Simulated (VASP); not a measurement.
# ZnO (P6_3mc) in VASP: single point with PBE

Aim: the single point of ZnO with PBE.

Program: VASP 6.6.1. These are calculated values, not measurements. Logs are shortened: lines on timing, memory, paths and dates and some standing lists are left out, and cuts for length are marked.

## Step 1: The cell of the first run

It takes space group P6_3mc (No. 186, hexagonal). The conventional cell has a = 3.249 Å, b = 3.249 Å, c = 5.204 Å, α = 90.00°, β = 90.00°, γ = 120.00°. Within 2.6 Å of Zn (site symmetry 3m) lie 4 O at 1.97 to 1.99 Å. O (site symmetry 3m) has 4 Zn at 1.97 to 1.99 Å within 2.6 Å.

## Step 2: Single point, PBE

Contents of INCAR:

```
SYSTEM = ZnO
PREC = Accurate ; ENCUT = 520
EDIFF = 1E-6 ; ISMEAR = 0
SIGMA = 0.01 ; LREAL = .FALSE.
LASPH = .TRUE. ; NELM = 60
ALGO = Normal ; ISIF = 2
LWAVE = .FALSE. ; LCHARG = .FALSE.
GGA = PE ; NBANDS = 26
```

Contents of KPOINTS:

```
regular mesh
0
G
  9 9 6
  0 0 0
```

Contents of POSCAR:

```
ZnO
1.0
    3.2494000000      0.0000000000      0.0000000000
   -1.6247000000      2.8140629471      0.0000000000
    0.0000000000      0.0000000000      5.2038000000
Zn O
2 2
Direct
    0.3333333333      0.6666666667      0.0000000000
    0.6666666667      0.3333333333      0.5000000000
    0.3333333333      0.6666666667      0.3821000000
    0.6666666667      0.3333333333      0.8821000000
```

Potentials or basis: VASP PAW PBE potentials, release 64 (Zn, O).

The run is started by

```bash
> cat potpaw_PBE.64/Zn/POTCAR potpaw_PBE.64/O/POTCAR > POTCAR
> mpirun -np 1 vasp_std > vasp.out
```

OUTCAR:

```text
SYSTEM = ZnO
   PREC = Accurate
   ENCUT = 520
   EDIFF = 1E-6
   ISMEAR = 0
   LREAL = .FALSE.
   LASPH = .TRUE.
   NELM = 60
   ISIF = 2
   GGA = PE

 ion  position               nearest neighbor table
   1  0.333  0.667  0.000-   4 1.97   4 1.97   4 1.97   3 1.99
   2  0.667  0.333  0.500-   3 1.97   3 1.97   3 1.97   4 1.99
   3  0.333  0.667  0.382-   2 1.97   2 1.97   2 1.97   1 1.99
   4  0.667  0.333  0.882-   1 1.97   1 1.97   1 1.97   2 1.99

  LATTYP: Found a hexagonal cell.
 ALAT       =     3.2494000000
 C/A-ratio  =     1.6014648858

  Lattice vectors:

 A1 = (   3.2494000000,   0.0000000000,   0.0000000000)
 A2 = (  -1.6247000000,   2.8140629471,   0.0000000000)
 A3 = (   0.0000000000,   0.0000000000,   5.2038000000)

Analysis of symmetry for initial positions (statically):
=====================================================================
 Subroutine PRICEL returns:
 Original cell was already a primitive cell.

 Routine SETGRP: Setting up the symmetry group for a
 hexagonal supercell.

 Subroutine GETGRP returns: Found 12 space group operations
 (whereof  6 operations were pure point group operations)
 out of a pool of 24 trial point group operations.

The static configuration has the point symmetry C_3v.
 The point group associated with its full space group is C_6v.

Analysis of symmetry for dynamics (positions and initial velocities):
=====================================================================
 Subroutine PRICEL returns:
 Original cell was already a primitive cell.

 Routine SETGRP: Setting up the symmetry group for a
 hexagonal supercell.

 Subroutine GETGRP returns: Found 12 space group operations
 (whereof  6 operations were pure point group operations)
 out of a pool of 24 trial point group operations.

The dynamic configuration has the point symmetry C_3v.
 The point group associated with its full space group is C_6v.

 Subroutine INISYM returns: Found 12 space group operations
 (whereof  6 operations are pure point group operations),
 and found     1 'primitive' translations

----------------------------------------------------------------------------------------

                                     Primitive cell

  volume of cell :      47.5836

  direct lattice vectors                    reciprocal lattice vectors
     3.249400000  0.000000000  0.000000000     0.307749123  0.177679039  0.000000000
    -1.624700000  2.814062947  0.000000000     0.000000000  0.355358078  0.000000000
     0.000000000  0.000000000  5.203800000     0.000000000  0.000000000  0.192167262

  length of vectors
     3.249400000  3.249400000  5.203800000     0.355358078  0.355358078  0.192167262

  position of ions in fractional coordinates (direct lattice)
     0.333333333  0.666666667  0.000000000
     0.666666667  0.333333333  0.500000000
     0.333333333  0.666666667  0.382100000
     0.666666667  0.333333333  0.882100000

  ion indices of the primitive-cell ions
   primitive index   ion index
                 1           1
                 2           2
                 3           3
                 4           4

----------------------------------------------------------------------------------------

 KPOINTS: regular mesh

Automatic generation of k-mesh.
 Grid dimensions read from file:
 generate k-points for:    9    9    6

 Generating k-lattice:

  Cartesian coordinates                     Fractional coordinates (reciprocal lattice)
     0.034194347  0.019742115  0.000000000     0.111111111 -0.000000000  0.000000000
     0.000000000  0.039484231  0.000000000     0.000000000  0.111111111  0.000000000
     0.000000000  0.000000000  0.032027877     0.000000000  0.000000000  0.166666667

  Length of vectors
     0.039484231  0.039484231  0.032027877

  Shift w.r.t. Gamma in fractional coordinates (k-lattice)
     0.000000000  0.000000000  0.000000000

 Subroutine IBZKPT returns following result:
 ===========================================

 Found     48 irreducible k-points:

 Following reciprocal coordinates:
            Coordinates               Weight
  0.000000  0.000000  0.000000      1.000000
  0.111111 -0.000000  0.000000      6.000000
  0.222222  0.000000  0.000000      6.000000
  0.333333 -0.000000  0.000000      6.000000
  0.444444  0.000000  0.000000      6.000000
  0.111111  0.111111  0.000000      6.000000
[... 16 lines left out ...]
  0.333333  0.222222  0.166667     24.000000
  0.333333  0.333333  0.166667      4.000000
 [... further k-points ...]
   k-points           NKPTS =     48   k-points in BZ     NKDIM =     48   number of bands    NBANDS=     26
   number of dos      NEDOS =    301   number of ions     NIONS =      4
   total plane-waves  NPLWV =  23040
   dimension x,y,z NGX =    24 NGY =   24 NGZ =   40
   dimension x,y,z NGXF=    48 NGYF=   48 NGZF=   80
   ions per type =               2   2
   NGX,Y,Z   is equivalent  to a cutoff of  12.28, 12.28, 12.78 a.u.
   NGXF,Y,Z  is equivalent  to a cutoff of  24.56, 24.56, 25.56 a.u.
 SYSTEM =  ZnO
   PREC   = accura    normal or accurate (medium, high low for compatibility)
   ISTART =      0    job   : 0-new  1-cont  2-samecut
   ICHARG =      2    charge: 1-file 2-atom 10-const
   ISPIN  =      1    spin polarized calculation?
   LNONCOLLINEAR =      F non collinear calculations
   LSORBIT =      F    spin-orbit coupling
   LASPH  =      T    aspherical Exc in radial PAW
   ENCUT  =  520.0 eV  38.22 Ry    6.18 a.u.   6.04  6.04  9.68*2*pi/ulx,y,z
   NELM   =     60;   NELMIN=  2; NELMDL= -5     # of ELM steps
   EDIFF  = 0.1E-05   stopping-criterion for ELM
   LREAL  =      F    real-space projection
[... 7 lines left out ...]
   TEBEG  =    0.0;   TEEND  =   0.0 temperature during run
   PSTRESS=    0.0 pullay stress
   NELECT =      36.0000    total number of electrons
   NUPDOWN=      -1.0000    fix difference up-down
   EMIN   =  10.00;   EMAX   =-10.00  energy-range for DOS
   EFERMI =   0.00;   METHOD = LEGACY
   ISMEAR =     0;   SIGMA  =   0.01  broadening in eV -4-tet -1-fermi 0-gaus
   EFERMI_NEDOS =   21; number of points for ismear=-14 and -15
   IALGO  =     38    algorithm
   IMIX   =      4    mixing-type and parameters
     AMIX     =   0.40;   BMIX     =  1.00
     AMIX_MAG =   1.60;   BMIX_MAG =  1.00
  volume/ion in A,a.u.               =      11.90        80.28
  Fermi-wavevector in a.u.,A,eV,Ry     =   1.491729  2.818958 30.276420  2.225254
  Thomas-Fermi vector in A             =   2.604347
   LORBIT       =      0    0 simple, 1 ext, 2 COOP (PROOUT), +10 PAW based schemes
   GGA     = PE    functional components
   LHFCALC =     F    Hartree Fock is set to
   AEXX    =    0.0000 exact exchange contribution
   IVDW    =     0    specifies the selected vdW correction
   LEPSILON=     F    determine dielectric tensor
   LRPA    =     F    only Hartree local field effects (RPA)
 non-spin polarized calculation
 Gauss-broadening in eV      SIGMA  =   0.01
  energy-cutoff  :      520.00
  volume of cell :       47.58
 maximum number of plane-waves:      1302
   NGX = 13   NGY = 13   NGZ = 19

 number of electron      36.0000016 magnetization

 Free energy of the ion-electron system (eV)
  ---------------------------------------------------
  ext. energy  EPLUGINS =         0.00000000
  ---------------------------------------------------
  free energy    TOTEN  =       -17.82222631 eV

  energy without entropy =      -17.82222631  energy(sigma->0) =      -17.82222631

 E-fermi :   1.3047     XC(G=0): -10.9129

 val. band max:        1.2081016691   @ k =   0.0000   0.0000   0.0000
 cond. band min:       1.9977477557   @ k =   0.0000   0.0000   0.0000
 fundamental gap:      0.7896460866
 Fermi energy:         1.3046664874

 k-point     1 :       0.0000    0.0000    0.0000
  band No.  band energies     occupation
      1     -16.8868      2.00000
      2     -16.1573      2.00000
      3      -4.4999      2.00000
      4      -4.4999      2.00000
      5      -4.4128      2.00000
      6      -4.4040      2.00000
[... 18 lines left out ...]
     25      15.3183      0.00000
     26      15.3183      0.00000

 k-point     2 :       0.1111   -0.0000    0.0000
  band No.  band energies     occupation
      1     -16.8196      2.00000
      2     -16.1279      2.00000
      3      -4.5756      2.00000
      4      -4.4593      2.00000
      5      -4.3768      2.00000
      6      -4.3385      2.00000
[... 18 lines left out ...]
     25      15.4563      0.00000
     26      15.4737      0.00000

 k-point     3 :       0.2222    0.0000    0.0000
  band No.  band energies     occupation
      1     -16.6400      2.00000
      2     -16.0578      2.00000
      3      -4.7227      2.00000
      4      -4.3951      2.00000
      5      -4.3633      2.00000
      6      -4.2381      2.00000
[... 18 lines left out ...]
     25      14.6826      0.00000
     26      15.4771      0.00000

 k-point     4 :       0.3333   -0.0000    0.0000
  band No.  band energies     occupation
      1     -16.4118      2.00000
      2     -15.9933      2.00000
      3      -4.8005      2.00000
      4      -4.4467      2.00000
      5      -4.2741      2.00000
      6      -4.0674      2.00000
[... 18 lines left out ...]
     25      14.6507      0.00000
     26      15.2954      0.00000
[... 496 lines left out ...]
      1     -16.2777      2.00000
      2     -15.9951      2.00000
      3      -4.6314      2.00000
      4      -4.5440      2.00000
      5      -4.1839      2.00000
      6      -4.1474      2.00000
[... 18 lines left out ...]
     25      13.1304      0.00000
     26      16.3531      0.00000

 k-point    23 :       0.3333    0.2222    0.1667
  band No.  band energies     occupation
      1     -16.1304      2.00000
      2     -15.9911      2.00000
      3      -4.5642      2.00000
      4      -4.3719      2.00000
      5      -4.2065      2.00000
      6      -4.0216      2.00000
[... 18 lines left out ...]
     25      13.8945      0.00000
     26      15.3970      0.00000

 k-point    24 :       0.3333    0.3333    0.1667
  band No.  band energies     occupation
      1     -16.0350      2.00000
      2     -16.0350      2.00000
      3      -4.4899      2.00000
      4      -4.2387      2.00000
      5      -4.2387      2.00000
      6      -3.8902      2.00000
[... 18 lines left out ...]
     25      14.6122      0.00000
     26      15.5764      0.00000

 [... further k-points ...]

------------------------ aborting loop because EDIFF is reached ----------------------------------------

  FORCE on cell =-STRESS in cart. coord.  units (eV):
  Direction    XX          YY          ZZ          XY          YZ          ZX
  --------------------------------------------------------------------------------------
  -------------------------------------------------------------------------------------
  Total        1.7697722      1.7697722      1.8465685      0.0000000     -0.0000000      0.0000000
  in kB       59.5895847     59.5895847     62.1753752      0.0000000     -0.0000000      0.0000000
  external PRESSURE =      60.4515149 kB  Pullay stress =       0.0000000 kB

 VOLUME and BASIS-vectors are now :
 -----------------------------------------------------------------------------
  energy-cutoff  :      520.00
  volume of cell :       47.58
      direct lattice vectors                 reciprocal lattice vectors
     3.249400000  0.000000000  0.000000000     0.307749123  0.177679039  0.000000000
    -1.624700000  2.814062947  0.000000000     0.000000000  0.355358078  0.000000000
     0.000000000  0.000000000  5.203800000     0.000000000  0.000000000  0.192167262

 POSITION                                       TOTAL-FORCE (eV/Angst)
 -----------------------------------------------------------------------------------
     -0.00000      1.87604      0.00000        -0.000000      0.000000      0.032780
      1.62470      0.93802      2.60190         0.000000     -0.000000      0.032780
     -0.00000      1.87604      1.98837         0.000000      0.000000     -0.032780
      1.62470      0.93802      4.59027        -0.000000     -0.000000     -0.032780
 -----------------------------------------------------------------------------------
    total drift:                               -0.000000     -0.000000     -0.000084

  FREE ENERGIE OF THE ION-ELECTRON SYSTEM (eV)
  ---------------------------------------------------
  free  energy   TOTEN  =       -17.8222263122 eV

  energy  without entropy=      -17.8222263122  energy(sigma->0) =      -17.82222631
```

It took 37 s on 1 thread of Intel Xeon Platinum 8488C (Sapphire Rapids), shared host; peak memory 0.19 GiB.

Results:

| Quantity | Value |
| --- | --- |
| Free energy | -17.8222 eV |
| Pressure | 6.0 GPa |
| Largest force | 0.033 eV/Å |
| Band gap on the k mesh | 0.79 eV |

Forces in eV/Å, atoms in the order of the input:
```
Zn   0.000  0.000  0.033
Zn   0.000  0.000  0.033
O    0.000  0.000 -0.033
O    0.000  0.000 -0.033
```

Caveat: the cell stands under pressure.
